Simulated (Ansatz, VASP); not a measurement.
# Two plane-wave programs on GaB3

The input INCAR:

```
SYSTEM = GaB3
  ALGO = Normal
  EDIFF = 1E-6
  ENCUT = 500
  GGA = PE
  GGA_COMPAT = .False.
  ISIF = 2
  ISMEAR = 0
  LASPH = .True.
  LCHARG = .False.
  LREAL = .False.
  LWAVE = .False.
  NBANDS = 19
  NELM = 120
  PREC = Accurate
  SIGMA = 0.1
```

KPOINTS

```
k-points
0
Gamma
  6 6 6
  0 0 0
```

POSCAR

```
GaB3
1.0
    0.0000000000      2.7369871000      2.7369871000
    2.7369871000      0.0000000000      2.7369871000
    2.7369871000      2.7369871000      0.0000000000
Ga B
1 3
Direct
    0.0000000000      0.0000000000      0.0000000000
    0.5000000000      0.5000000000      0.5000000000
    0.2500000000      0.2500000000      0.2500000000
    0.7500000000      0.7500000000      0.7500000000
```

Input for Ansatz:

```yaml
crystal:
  lattice:
    - [0.0, 2.7369871, 2.7369871]
    - [2.7369871, 0.0, 2.7369871]
    - [2.7369871, 2.7369871, 0.0]
  atoms:
    - { symbol: Ga, position: [0.0, 0.0, 0.0] }
    - { symbol: B, position: [0.5, 0.5, 0.5] }
    - { symbol: B, position: [0.25, 0.25, 0.25] }
    - { symbol: B, position: [0.75, 0.75, 0.75] }
basis:
  ecutwfc: 420
kpoints:
  mp_grid: { grid: [6, 6, 6] }
hamiltonian:
  xc: pbe
scf:
  occupations: { method: gaussian, width: 0.1 }
  lower_state_search: "off"
output:
  forces: true
  stress: true
  eigenvalues: true
```

Change from the starting cell: species swapped into the ScCu3 type (Fm-3m, No. 225).

Alike in both runs: task single point; functional PBE; k mesh 6 × 6 × 6; occupations gaussian, width 0.1 eV; no spin polarisation.

```csv
,VASP,Ansatz
version,VASP 6.6.1,Ansatz 0.2.0
potentials or method,"VASP PAW PBE potentials, release 64 (Ga_d, B), cutoff 500 eV","scalar-relativistic, plane waves, PAW"
valence electrons in the cell,22,22
```

```tsv
	VASP	Ansatz	Ansatz less VASP
gap on the k mesh at the Fermi level (eV)	none	none	-
pressure (GPa)	-8.5	-8.5	-0.04
```

A gap of «none» marks a metal or a gap that the smearing closes. With one functional, cell and mesh, what is left measures potentials, basis and numerics.
